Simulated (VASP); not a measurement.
# Cr (Fm-3m) in VASP: single point with PBE

Aim: the single point of Cr with PBE.

Program: VASP 6.6.1. These are calculated values, not measurements. Logs are shortened: lines on timing, memory, paths and dates and some standing lists are left out, and cuts for length are marked.

## (1) The cell of the first run

The structure is cubic, space group Fm-3m (No. 225). Conventional cell: a = 3.475 Å, b = 3.475 Å, c = 3.475 Å, α = 90.00°, β = 90.00°, γ = 90.00°. Within 3.2 Å of Cr (site symmetry m-3m) lie 12 Cr at 2.46 Å.

This isn't the form of Cr at room conditions, which is bcc.

## (2) Single point, PBE, collinear spin, antiferromagnetic start

Input file INCAR:

```
ALGO     = Normal         # electronic algorithm
EDIFF    = 1E-6           # SCF threshold, eV
ENCUT    = 500            # plane-wave cutoff, eV
GGA      = PE             # functional
GGA_COMPAT= F            
ISIF     = 2              # what is computed and relaxed
ISMEAR   = -1             # smearing method
ISPIN    = 2              # spin polarisation
LASPH    = T              # aspherical terms in the spheres
LCHARG   = T              # write CHGCAR
LELF     = T              # ELF
LMAXMIX  = 4              # l up to which the mixer works
LORBIT   = 11             # projections on sites
LREAL    = F              # projectors in reciprocal space
LVHAR    = T            
LWAVE    = F              # write WAVECAR
MAGMOM   = 1 -1           # initial moments
NBANDS   = 23             # bands
NELM     = 200            # most SCF steps
PREC     = Accurate       # precision mode
SIGMA    = 0.05           # smearing width, eV
```

Input file KPOINTS:

```
k-points
0
Gamma
  4 4 3
```

Input file POSCAR:

```
Cr
1.0
    2.4572067494      0.0000000000      0.0000000000
    0.0000000000      2.4572067494      0.0000000000
    0.0000000000      0.0000000000      3.4750151106
Cr
2
Direct
    0.0000000000      0.0000000000      0.0000000000
    0.5000000000      0.5000000000      0.5000000000
```

Potentials or basis: VASP PAW PBE potentials, release 64 (Cr_pv).

Started as:

```
> cat potpaw_PBE.64/Cr_pv/POTCAR > POTCAR
> mpirun -np 1 vasp_std > vasp.out
```

OUTCAR:

```text
EDIFF = 1E-6
   ENCUT = 500
   GGA = PE
   ISIF = 2
   ISMEAR = -1
   ISPIN = 2
   LASPH = T
   LORBIT = 11
   LREAL = F
   NELM = 200
   PREC = Accurate

 ion  position               nearest neighbor table
   1  0.000  0.000  0.000-   2 2.46   2 2.46   2 2.46   2 2.46   2 2.46   2 2.46   2 2.46   2 2.46

   2  0.500  0.500  0.500-   1 2.46   1 2.46   1 2.46   1 2.46   1 2.46   1 2.46   1 2.46   1 2.46

  LATTYP: Found a simple tetragonal cell.
 ALAT       =     2.4572067494
 C/A-ratio  =     1.4142135624

  Lattice vectors:

 A1 = (   2.4572067494,   0.0000000000,   0.0000000000)
 A2 = (   0.0000000000,   2.4572067494,   0.0000000000)
 A3 = (   0.0000000000,   0.0000000000,   3.4750151106)

Analysis of symmetry for initial positions (statically):
=====================================================================
 Subroutine PRICEL returns following result:

  LATTYP: Found a face centered cubic cell.
 ALAT       =     3.4750151106
[... 12 lines left out ...]
 Subroutine GETGRP returns: Found 16 space group operations
 (whereof 16 operations were pure point group operations)
 out of a pool of 16 trial point group operations.

The static configuration has the point symmetry D_4h.

Analysis of symmetry for dynamics (positions and initial velocities):
=====================================================================
 Subroutine PRICEL returns following result:

  LATTYP: Found a face centered cubic cell.
 ALAT       =     3.4750151106
[... 12 lines left out ...]
 Subroutine GETGRP returns: Found 16 space group operations
 (whereof 16 operations were pure point group operations)
 out of a pool of 16 trial point group operations.

The dynamic configuration has the point symmetry D_4h.

Analysis of structural, dynamic, and magnetic symmetry:
=====================================================================
 Subroutine PRICEL returns following result:

  LATTYP: Found a face centered cubic cell.
 ALAT       =     3.4750151106
[... 12 lines left out ...]
 Subroutine GETGRP returns: Found 16 space group operations
 (whereof 16 operations were pure point group operations)
 out of a pool of 16 trial point group operations.

The overall configuration has the point symmetry D_4h.

 Subroutine INISYM returns: Found 16 space group operations
 (whereof 16 operations are pure point group operations),
 and found     2 'primitive' translations

[... 100 lines left out ...]
  volume/ion in A,a.u.               =      10.49        70.80
  Fermi-wavevector in a.u.,A,eV,Ry     =   1.712111  3.235420 39.883078  2.931324
  Thomas-Fermi vector in A             =   2.790100
   LORBIT       =     11    0 simple, 1 ext, 2 COOP (PROOUT), +10 PAW based schemes
   GGA     = PE    functional components
   LHFCALC =     F    Hartree Fock is set to
   AEXX    =    0.0000 exact exchange contribution
   IVDW    =     0    specifies the selected vdW correction
   LEPSILON=     F    determine dielectric tensor
   LRPA    =     F    only Hartree local field effects (RPA)
 spin polarized calculation
  energy-cutoff  :      500.00
  volume of cell :       20.98
 maximum number of plane-waves:       553
 NGX is ok and might be reduce to    18
   NGX =  9   NGY =  9   NGZ = 13

 number of electron      23.9999970 magnetization      -0.0000000

 number of electron      23.9999970 magnetization       0.0000000

 Free energy of the ion-electron system (eV)
  ---------------------------------------------------
  ext. energy  EPLUGINS =         0.00000000
  ---------------------------------------------------
  free energy    TOTEN  =       -17.96530622 eV

  energy without entropy =      -17.95088899  energy(sigma->0) =      -17.95809760

 E-fermi :  12.2006     XC(G=0): -14.2174

 val. band max:       12.0671874448   @ k =   0.2500   0.0000   0.0000
 cond. band min:      12.2027189856   @ k =   0.2500   0.0000   0.0000
 fundamental gap:      0.1355315408
 Fermi energy:        12.2005639481

 spin component 1

 k-point     1 :       0.0000    0.0000    0.0000
  band No.  band energies     occupation
      1     -31.1317      1.00000
      2     -30.3814      1.00000
      3     -30.3814      1.00000
      4     -29.9720      1.00000
      5     -29.9479      1.00000
      6     -29.9479      1.00000
[... 301 lines left out ...]
     22      25.8005      0.00000
     23      25.8533      0.00000
 Fermi energy:        12.2005639481

 spin component 2

 k-point     1 :       0.0000    0.0000    0.0000
  band No.  band energies     occupation
      1     -31.1317      1.00000
      2     -30.3814      1.00000
      3     -30.3814      1.00000
      4     -29.9720      1.00000
      5     -29.9479      1.00000
      6     -29.9479      1.00000
[... 301 lines left out ...]
     22      25.8001      0.00000
     23      25.8533      0.00000

------------------------ aborting loop because EDIFF is reached ----------------------------------------

  FORCE on cell =-STRESS in cart. coord.  units (eV):
  Direction    XX          YY          ZZ          XY          YZ          ZX
  --------------------------------------------------------------------------------------
  -------------------------------------------------------------------------------------
  Total        5.2632369      5.2632369      4.0829480      0.0000000      0.0000000      0.0000000
  in kB      401.9049951    401.9049951    311.7771885      0.0000000      0.0000000      0.0000000
  external PRESSURE =     371.8623929 kB  Pullay stress =       0.0000000 kB

 VOLUME and BASIS-vectors are now :
 -----------------------------------------------------------------------------
  energy-cutoff  :      500.00
  volume of cell :       20.98
      direct lattice vectors                 reciprocal lattice vectors
     2.457206749  0.000000000  0.000000000     0.406966162  0.000000000  0.000000000
     0.000000000  2.457206749  0.000000000     0.000000000  0.406966162  0.000000000
     0.000000000  0.000000000  3.475015111     0.000000000  0.000000000  0.287768533

 POSITION                                       TOTAL-FORCE (eV/Angst)
 -----------------------------------------------------------------------------------
      0.00000      0.00000      0.00000         0.000000      0.000000     -0.000000
      1.22860      1.22860      1.73751        -0.000000     -0.000000      0.000000
 -----------------------------------------------------------------------------------
    total drift:                                0.000000     -0.000000     -0.000000

  FREE ENERGIE OF THE ION-ELECTRON SYSTEM (eV)
  ---------------------------------------------------
  free  energy   TOTEN  =       -17.9653062168 eV

  energy  without entropy=      -17.9508889875  energy(sigma->0) =      -17.95809760

 total charge

# of ion       s       p       d       tot
------------------------------------------
    1        0.490   6.441   4.380  11.310
    2        0.490   6.441   4.380  11.310
--------------------------------------------------
tot          0.979  12.881   8.760  22.620

 magnetization (x)

# of ion       s       p       d       tot
------------------------------------------
    1       -0.000   0.000   0.000   0.000
    2        0.000  -0.000  -0.000  -0.000
--------------------------------------------------
tot          0.000   0.000   0.000   0.000
```

OSZICAR:

```text
N       E                     dE             d eps       ncg     rms          rms(c)
DAV:   1     0.239971256028E+03    0.23997E+03   -0.12559E+04  1112   0.126E+03
DAV:   2    -0.125401833795E+02   -0.25251E+03   -0.24277E+03  1132   0.380E+02
DAV:   3    -0.204870580438E+02   -0.79469E+01   -0.78691E+01  1370   0.793E+01
DAV:   4    -0.205519311006E+02   -0.64873E-01   -0.64831E-01  1185   0.722E+00
DAV:   5    -0.205526763723E+02   -0.74527E-03   -0.74527E-03  1202   0.724E-01    0.206E+01
DAV:   6    -0.179786477524E+02    0.25740E+01   -0.72517E+00  1160   0.338E+01    0.359E+00
DAV:   7    -0.179811156128E+02   -0.24679E-02   -0.20165E-01  1188   0.358E+00    0.234E+00
DAV:   8    -0.179734139486E+02    0.77017E-02   -0.57863E-03  1223   0.101E+00    0.949E-01
DAV:   9    -0.179649887694E+02    0.84252E-02   -0.14217E-02  1188   0.117E+00    0.207E-01
DAV:  10    -0.179652586005E+02   -0.26983E-03   -0.10334E-03  1174   0.394E-01    0.815E-02
DAV:  11    -0.179653067962E+02   -0.48196E-04   -0.16173E-04  1422   0.124E-01    0.374E-02
DAV:  12    -0.179653104563E+02   -0.36601E-05   -0.59902E-05  1283   0.522E-02    0.876E-03
DAV:  13    -0.179653071492E+02    0.33071E-05   -0.38099E-06  1086   0.167E-02    0.391E-03
DAV:  14    -0.179653062168E+02    0.93243E-06   -0.43635E-07   615   0.863E-03
   1 F= -.17965306E+02 E0= -.17958098E+02  d E =-.144172E-01  mag=    -0.0000
```

stdout:

```text
POSCAR found type information on POSCAR Cr
 POSCAR found :  1 types and       2 ions
 scaLAPACK will be used
 LDA part: xc-table for (Slater+PW92), standard interpolation
 POSCAR, INCAR and KPOINTS ok, starting setup
 FFT: planning ... GRIDC
 FFT: planning ... GRID_SOFT
 FFT: planning ... GRID
 WAVECAR not read
 entering main loop
```

It took 8.7 s on 1 thread of AMD EPYC 9R45 (Zen 5), shared host; peak memory 0.1 GiB.

What came out:

* Free energy: -17.9653 eV
* Pressure: 37.2 GPa
* Band gap on the k mesh: zero (filled and empty bands overlap)
* Net moment: 0.00 μB per cell
* Valence electrons inside the program's atomic spheres: Cr 11.31

Stress tensor (GPa, compression positive):
```
40.19  0.00  0.00
 0.00 40.19  0.00
 0.00  0.00 31.18
```

Caveat: the k points lie up to 0.64 Å⁻¹ apart, too coarse for converged energies and pressures of a metal; an empty level that is flat over the whole mesh can mark a ghost state of the potentials, or a narrow d or f band.
